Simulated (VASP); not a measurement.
# CdTe in VASP: further runs

The runs below take CdTe through single point, with PBEsol.

Everything below comes from runs of VASP 6.6.1. Logs are shortened: lines on timing, memory, paths and dates and some standing lists are left out, and cuts for length are marked.

### 1 The cell of the first run

The structure is cubic, space group F-43m (No. 216). The conventional cell has a = 6.218 Å, b = 6.218 Å, c = 6.218 Å, α = 90.00°, β = 90.00°, γ = 90.00°. Within 3.6 Å of Cd (site symmetry -43m) lie 4 Te at 2.69 Å. Te (site symmetry -43m) has 4 Cd at 2.69 Å within 3.6 Å.

### 2 Single point, PBEsol (strain -0.030 along x and y, -0.030 along z)

File INCAR:

```
SYSTEM = CdTe
  PREC = Accurate
  ENCUT = 520
  EDIFF = 1E-7
  ISMEAR = 0
  SIGMA = 0.05
  LREAL = .False.
  LASPH = .True.
  NELM = 60
  ALGO = Normal
  ISIF = 2
  LWAVE = .False.
  LCHARG = .False.
  GGA = PS
  NBANDS = 16
```

File KPOINTS:

```
Automatic mesh
0
Gamma
  8 8 8
  0 0 0
```

File POSCAR:

```
CdTe
1.0
    0.0000000000      3.1088500000      3.1088500000
    3.1088500000      0.0000000000      3.1088500000
    3.1088500000      3.1088500000      0.0000000000
Cd Te
1 1
Direct
    0.0000000000      0.0000000000      0.0000000000
    0.7500000000      0.7500000000      0.7500000000
```

Potentials or basis: VASP PAW PBE potentials, release 64 (Cd, Te).

Run with:

```bash
$ cat potpaw_PBE.64/Cd/POTCAR potpaw_PBE.64/Te/POTCAR > POTCAR
$ mpirun -np 1 vasp_std > vasp.out
```

OUTCAR:

```text
SYSTEM = CdTe
   PREC = Accurate
   ENCUT = 520
   EDIFF = 1E-7
   ISMEAR = 0
   LREAL = .False.
   LASPH = .True.
   NELM = 60
   ISIF = 2
   GGA = PS

 ion  position               nearest neighbor table
   1  0.000  0.000  0.000-   2 2.69   2 2.69   2 2.69   2 2.69
   2  0.750  0.750  0.750-   1 2.69   1 2.69   1 2.69   1 2.69

  LATTYP: Found a face centered cubic cell.
 ALAT       =     6.2177000000

  Lattice vectors:

 A1 = (   0.0000000000,   3.1088500000,   3.1088500000)
 A2 = (   3.1088500000,   0.0000000000,   3.1088500000)
 A3 = (   3.1088500000,   3.1088500000,   0.0000000000)

Analysis of symmetry for initial positions (statically):
=====================================================================
 Subroutine PRICEL returns:
 Original cell was already a primitive cell.

 Routine SETGRP: Setting up the symmetry group for a
 face centered cubic supercell.

 Subroutine GETGRP returns: Found 24 space group operations
 (whereof 24 operations were pure point group operations)
 out of a pool of 48 trial point group operations.

The static configuration has the point symmetry T_d .

Analysis of symmetry for dynamics (positions and initial velocities):
=====================================================================
 Subroutine PRICEL returns:
 Original cell was already a primitive cell.

 Routine SETGRP: Setting up the symmetry group for a
 face centered cubic supercell.

 Subroutine GETGRP returns: Found 24 space group operations
 (whereof 24 operations were pure point group operations)
 out of a pool of 48 trial point group operations.

The dynamic configuration has the point symmetry T_d .

 Subroutine INISYM returns: Found 24 space group operations
 (whereof 24 operations are pure point group operations),
 and found     1 'primitive' translations

----------------------------------------------------------------------------------------

                                     Primitive cell

  volume of cell :      60.0937

  direct lattice vectors                    reciprocal lattice vectors
     0.000000000  3.108850000  3.108850000    -0.160831176  0.160831176  0.160831176
     3.108850000  0.000000000  3.108850000     0.160831176 -0.160831176  0.160831176
     3.108850000  3.108850000  0.000000000     0.160831176  0.160831176 -0.160831176

  length of vectors
     4.396577833  4.396577833  4.396577833     0.278567767  0.278567767  0.278567767

  position of ions in fractional coordinates (direct lattice)
     0.000000000  0.000000000  0.000000000
     0.750000000  0.750000000  0.750000000

  ion indices of the primitive-cell ions
   primitive index   ion index
                 1           1
                 2           2

----------------------------------------------------------------------------------------

 KPOINTS: Automatic mesh

Automatic generation of k-mesh.
 Grid dimensions read from file:
 generate k-points for:    8    8    8

 Generating k-lattice:

  Cartesian coordinates                     Fractional coordinates (reciprocal lattice)
    -0.020103897  0.020103897  0.020103897     0.125000000  0.000000000  0.000000000
     0.020103897 -0.020103897  0.020103897     0.000000000  0.125000000  0.000000000
     0.020103897  0.020103897 -0.020103897     0.000000000  0.000000000  0.125000000

  Length of vectors
     0.034820971  0.034820971  0.034820971

  Shift w.r.t. Gamma in fractional coordinates (k-lattice)
     0.000000000  0.000000000  0.000000000

 Subroutine IBZKPT returns following result:
 ===========================================

 Found     29 irreducible k-points:

 Following reciprocal coordinates:
            Coordinates               Weight
  0.000000  0.000000  0.000000      1.000000
  0.125000  0.000000  0.000000      8.000000
  0.250000  0.000000  0.000000      8.000000
  0.375000  0.000000  0.000000      8.000000
  0.500000  0.000000  0.000000      4.000000
  0.125000  0.125000  0.000000      6.000000
[... 16 lines left out ...]
  0.500000  0.250000  0.125000     48.000000
 -0.375000  0.250000  0.125000     24.000000
 [... further k-points ...]
   k-points           NKPTS =     29   k-points in BZ     NKDIM =     29   number of bands    NBANDS=     16
   number of dos      NEDOS =    301   number of ions     NIONS =      2
   total plane-waves  NPLWV =  46656
   dimension x,y,z NGX =    36 NGY =   36 NGZ =   36
   dimension x,y,z NGXF=    72 NGYF=   72 NGZF=   72
   ions per type =               1   1
   NGX,Y,Z   is equivalent  to a cutoff of  13.61, 13.61, 13.61 a.u.
   NGXF,Y,Z  is equivalent  to a cutoff of  27.23, 27.23, 27.23 a.u.
 SYSTEM =  CdTe
   PREC   = accura    normal or accurate (medium, high low for compatibility)
   ISTART =      0    job   : 0-new  1-cont  2-samecut
   ICHARG =      2    charge: 1-file 2-atom 10-const
   ISPIN  =      1    spin polarized calculation?
   LNONCOLLINEAR =      F non collinear calculations
   LSORBIT =      F    spin-orbit coupling
   LASPH  =      T    aspherical Exc in radial PAW
   ENCUT  =  520.0 eV  38.22 Ry    6.18 a.u.   8.17  8.17  8.17*2*pi/ulx,y,z
   NELM   =     60;   NELMIN=  2; NELMDL= -5     # of ELM steps
   EDIFF  = 0.1E-06   stopping-criterion for ELM
   LREAL  =      F    real-space projection
   EDIFFG = 0.1E-05   stopping-criterion for IOM
   NSW    =      0    number of steps for IOM
   IBRION =     -1    ionic relax: 0-MD 1-quasi-New 2-CG
   NFREE  =      0    steps in history (QN), initial steepest desc. (CG)
   ISIF   =      2    stress and relaxation
   ISYM   =      2    0-nonsym 1-usesym 2-fastsym
   POTIM  = 0.5000    time-step for ionic-motion
   TEBEG  =    0.0;   TEEND  =   0.0 temperature during run
   PSTRESS=    0.0 pullay stress
   NELECT =      18.0000    total number of electrons
   NUPDOWN=      -1.0000    fix difference up-down
   EMIN   =  10.00;   EMAX   =-10.00  energy-range for DOS
   EFERMI =   0.00;   METHOD = LEGACY
   ISMEAR =     0;   SIGMA  =   0.05  broadening in eV -4-tet -1-fermi 0-gaus
   EFERMI_NEDOS =   21; number of points for ismear=-14 and -15
   IALGO  =     38    algorithm
   IMIX   =      4    mixing-type and parameters
     AMIX     =   0.40;   BMIX     =  1.00
     AMIX_MAG =   1.60;   BMIX_MAG =  1.00
  volume/ion in A,a.u.               =      30.05       202.77
  Fermi-wavevector in a.u.,A,eV,Ry     =   1.095358  2.069926 16.324381  1.199808
  Thomas-Fermi vector in A             =   2.231680
   LORBIT       =      0    0 simple, 1 ext, 2 COOP (PROOUT), +10 PAW based schemes
   GGA     = PS    functional components
   LHFCALC =     F    Hartree Fock is set to
   AEXX    =    0.0000 exact exchange contribution
   IVDW    =     0    specifies the selected vdW correction
   LEPSILON=     F    determine dielectric tensor
   LRPA    =     F    only Hartree local field effects (RPA)
 non-spin polarized calculation
 Gauss-broadening in eV      SIGMA  =   0.05
  energy-cutoff  :      520.00
  volume of cell :       60.09
 maximum number of plane-waves:      1639
 NGX is ok and might be reduce to    36
   NGX = 17   NGY = 17   NGZ = 17

 number of electron      18.0000001 magnetization

 Free energy of the ion-electron system (eV)
  ---------------------------------------------------
  ext. energy  EPLUGINS =         0.00000000
  ---------------------------------------------------
  free energy    TOTEN  =        -5.31495448 eV

  energy without entropy =       -5.31495448  energy(sigma->0) =       -5.31495448

 E-fermi :   3.6575     XC(G=0):  -9.3447

 val. band max:        3.4399636228   @ k =   0.0000   0.0000   0.0000
 cond. band min:       4.4808913634   @ k =   0.0000   0.0000   0.0000
 fundamental gap:      1.0409277406
 Fermi energy:         3.6575014570

 k-point     1 :       0.0000    0.0000    0.0000
  band No.  band energies     occupation
      1      -8.5768      2.00000
      2      -5.3439      2.00000
      3      -5.3439      2.00000
      4      -5.3439      2.00000
      5      -4.9737      2.00000
      6      -4.9737      2.00000
[... 8 lines left out ...]
     15      12.9994      0.00000
     16      12.9994      0.00000

 k-point     2 :       0.1250    0.0000    0.0000
  band No.  band energies     occupation
      1      -8.4991      2.00000
      2      -5.3280      2.00000
      3      -5.3280      2.00000
      4      -5.2951      2.00000
      5      -4.9754      2.00000
      6      -4.9754      2.00000
[... 8 lines left out ...]
     15      12.0875      0.00000
     16      12.0875      0.00000

 k-point     3 :       0.2500    0.0000    0.0000
  band No.  band energies     occupation
      1      -8.3088      2.00000
      2      -5.2930      2.00000
      3      -5.2930      2.00000
      4      -5.1153      2.00000
      5      -4.9754      2.00000
      6      -4.9754      2.00000
[... 8 lines left out ...]
     15      11.8821      0.00000
     16      11.8821      0.00000

 k-point     4 :       0.3750    0.0000    0.0000
  band No.  band energies     occupation
      1      -8.1186      2.00000
      2      -5.2642      2.00000
      3      -5.2642      2.00000
      4      -4.9675      2.00000
      5      -4.9675      2.00000
      6      -4.7713      2.00000
[... 8 lines left out ...]
     15      12.8114      0.00000
     16      12.8114      0.00000

 k-point     5 :       0.5000    0.0000    0.0000
  band No.  band energies     occupation
      1      -8.0413      2.00000
      2      -5.2546      2.00000
      3      -5.2546      2.00000
      4      -4.9613      2.00000
      5      -4.9613      2.00000
      6      -4.5168      2.00000
[... 8 lines left out ...]
     15      13.9838      0.00000
     16      13.9838      0.00000

 k-point     6 :       0.1250    0.1250    0.0000
  band No.  band energies     occupation
      1      -8.4733      2.00000
      2      -5.3130      2.00000
      3      -5.3130      2.00000
      4      -5.2991      2.00000
      5      -4.9840      2.00000
      6      -4.9675      2.00000
[... 8 lines left out ...]
     15      12.1344      0.00000
     16      13.1345      0.00000

 k-point     7 :       0.2500    0.1250    0.0000
  band No.  band energies     occupation
      1      -8.3207      2.00000
      2      -5.2888      2.00000
      3      -5.2760      2.00000
      4      -5.1744      2.00000
      5      -4.9825      2.00000
      6      -4.9624      2.00000
[... 8 lines left out ...]
     15      12.8299      0.00000
     16      12.8390      0.00000

 k-point     8 :       0.3750    0.1250    0.0000
  band No.  band energies     occupation
      1      -8.1311      2.00000
      2      -5.2610      2.00000
      3      -5.2436      2.00000
      4      -5.0195      2.00000
      5      -4.9574      2.00000
      6      -4.8309      2.00000
[... 8 lines left out ...]
     15      12.7061      0.00000
     16      13.4301      0.00000

 k-point     9 :       0.5000    0.1250    0.0000
  band No.  band energies     occupation
      1      -8.0181      2.00000
      2      -5.2453      2.00000
      3      -5.2322      2.00000
      4      -4.9856      2.00000
      5      -4.9593      2.00000
      6      -4.5052      2.00000
[... 8 lines left out ...]
     15      13.5775      0.00000
     16      14.0445      0.00000
[... 172 lines left out ...]
 k-point    19 :       0.5000    0.3750    0.0000
  band No.  band energies     occupation
      1      -7.9029      2.00000
      2      -5.1687      2.00000
      3      -5.1255      2.00000
      4      -5.0927      2.00000
      5      -4.9391      2.00000
      6      -4.3824      2.00000
[... 8 lines left out ...]
     15      14.5121      0.00000
     16      15.5110      0.00000

 k-point    20 :      -0.3750    0.3750    0.0000
  band No.  band energies     occupation
      1      -7.8941      2.00000
      2      -5.1918      2.00000
      3      -5.1427      2.00000
      4      -5.0472      2.00000
      5      -4.9566      2.00000
      6      -4.2572      2.00000
[... 8 lines left out ...]
     15      13.2542      0.00000
     16      16.3393      0.00000

 k-point    21 :       0.5000    0.5000    0.0000
  band No.  band energies     occupation
      1      -7.8785      2.00000
      2      -5.1539      2.00000
      3      -5.1053      2.00000
      4      -5.1053      2.00000
      5      -4.9310      2.00000
      6      -4.3348      2.00000
[... 8 lines left out ...]
     15      14.4511      0.00000
     16      15.3705      0.00000

 k-point    22 :       0.3750    0.2500    0.1250
  band No.  band energies     occupation
      1      -8.1690      2.00000
      2      -5.2545      2.00000
      3      -5.2372      2.00000
      4      -5.0722      2.00000
      5      -4.9637      2.00000
      6      -4.8991      2.00000
[... 8 lines left out ...]
     15      13.4658      0.00000
     16      14.1088      0.00000

 k-point    23 :       0.5000    0.2500    0.1250
  band No.  band energies     occupation
      1      -8.0205      2.00000
      2      -5.2272      2.00000
      3      -5.2121      2.00000
      4      -5.0225      2.00000
      5      -4.9616      2.00000
      6      -4.6055      2.00000
[... 8 lines left out ...]
     15      13.6305      0.00000
     16      14.3136      0.00000

 k-point    24 :      -0.3750    0.2500    0.1250
  band No.  band energies     occupation
      1      -7.9608      2.00000
      2      -5.2215      2.00000
      3      -5.2008      2.00000
      4      -5.0007      2.00000
      5      -4.9683      2.00000
      6      -4.3875      2.00000
[... 8 lines left out ...]
     15      13.5946      0.00000
     16      14.3668      0.00000

 [... further k-points ...]

------------------------ aborting loop because EDIFF is reached ----------------------------------------

  FORCE on cell =-STRESS in cart. coord.  units (eV):
  Direction    XX          YY          ZZ          XY          YZ          ZX
  --------------------------------------------------------------------------------------
  -------------------------------------------------------------------------------------
  Total        2.8073346      2.8073346      2.8073346     -0.0000000     -0.0000000     -0.0000000
  in kB       74.8471830     74.8471830     74.8471830     -0.0000000     -0.0000000     -0.0000000
  external PRESSURE =      74.8471830 kB  Pullay stress =       0.0000000 kB

 VOLUME and BASIS-vectors are now :
 -----------------------------------------------------------------------------
  energy-cutoff  :      520.00
  volume of cell :       60.09
      direct lattice vectors                 reciprocal lattice vectors
     0.000000000  3.108850000  3.108850000    -0.160831176  0.160831176  0.160831176
     3.108850000  0.000000000  3.108850000     0.160831176 -0.160831176  0.160831176
     3.108850000  3.108850000  0.000000000     0.160831176  0.160831176 -0.160831176

 POSITION                                       TOTAL-FORCE (eV/Angst)
 -----------------------------------------------------------------------------------
      0.00000      0.00000      0.00000        -0.000000     -0.000000     -0.000000
      4.66327      4.66327      4.66327         0.000000      0.000000      0.000000
 -----------------------------------------------------------------------------------
    total drift:                                0.000000      0.000000      0.000000

  FREE ENERGIE OF THE ION-ELECTRON SYSTEM (eV)
  ---------------------------------------------------
  free  energy   TOTEN  =        -5.3149544785 eV

  energy  without entropy=       -5.3149544785  energy(sigma->0) =       -5.31495448
```

Run time: 15 s. Hardware: 1 thread of Intel Xeon 6975P-C (Granite Rapids), shared host; peak memory 0.21 GiB.

Results:

- Free energy: -5.3150 eV
- Pressure: 7.5 GPa
- Band gap on the k mesh: 1.04 eV, direct

Levels at points of the mesh, in eV from the valence-band top:
| k point | band 5 | band 6 | band 7 | band 8 | band 9 | band 10 | band 11 | band 12 | band 13 | band 14 |
| --- | --- | --- | --- | --- | --- | --- | --- | --- | --- | --- |
| (0.00, 0.00, 0.00) | -8.41 | -8.41 | 0.00 | 0.00 | 0.00 | 1.04 | 4.43 | 4.43 | 4.43 | 7.44 |
| (0.50, 0.00, 0.00) | -8.40 | -7.96 | -5.26 | -0.99 | -0.99 | 1.84 | 5.05 | 5.05 | 6.91 | 9.05 |
| (0.50, 0.50, 0.00) | -8.37 | -7.77 | -5.00 | -2.36 | -2.36 | 2.18 | 2.51 | 9.45 | 9.70 | 9.70 |

Caveat: the cell differs from its parent crystal (strain -0.030 along x and y, -0.030 along z); the PAW data sets were made with another functional, which shifts forces and pressure a little; spin-orbit coupling is left out, which moves the levels of the heavy elements.

### 3 Single point, PBEsol (strain +0.030 along x and y, +0.030 along z)

File INCAR:

```
SYSTEM = CdTe
PREC = Accurate ; ENCUT = 520
EDIFF = 1E-6 ; ISMEAR = 0
SIGMA = 0.05 ; LREAL = .False.
LASPH = .True. ; NELM = 80
ALGO = Normal ; ISIF = 2
LWAVE = .False. ; LCHARG = .False.
GGA = PS ; NBANDS = 16
```

KPOINTS is that of step 2.

File POSCAR:

```
CdTe
1.0
    0.0000000000      3.3011500000      3.3011500000
    3.3011500000      0.0000000000      3.3011500000
    3.3011500000      3.3011500000      0.0000000000
Cd Te
1 1
Direct
    0.0000000000      0.0000000000      0.0000000000
    0.7500000000      0.7500000000      0.7500000000
```

Potentials or basis: VASP PAW PBE potentials, release 64 (Cd, Te).

Run with:

```bash
$ cat potpaw_PBE.64/Cd/POTCAR potpaw_PBE.64/Te/POTCAR > POTCAR
$ mpirun -np 1 vasp_std > vasp.out
```

It took 13 s on 1 thread of Intel Xeon 6975P-C (Granite Rapids), shared host; peak memory 0.22 GiB.

Results (log left out):

```
Free energy            : -5.4702 eV
Pressure               : -1.8 GPa
Band gap on the k mesh : 0.50 eV, direct
```

Levels at points of the mesh, in eV from the valence-band top:
| k point | band 7 | band 8 | band 9 | band 10 | band 11 | band 12 |
| --- | --- | --- | --- | --- | --- | --- |
| (0.00, 0.00, 0.00) | 0.00 | 0.00 | 0.00 | 0.50 | 4.58 | 4.58 |
| (0.50, 0.00, 0.00) | -4.17 | -0.70 | -0.70 | 1.68 | 5.15 | 5.15 |
| (0.50, 0.50, 0.00) | -4.09 | -1.70 | -1.70 | 2.60 | 2.61 | 8.43 |

Caveat: the cell differs from its parent crystal (strain +0.030 along x and y, +0.030 along z); the PAW data sets were made with another functional, which shifts forces and pressure a little; spin-orbit coupling is left out, which moves the levels of the heavy elements.

[end of part 1 of 2]
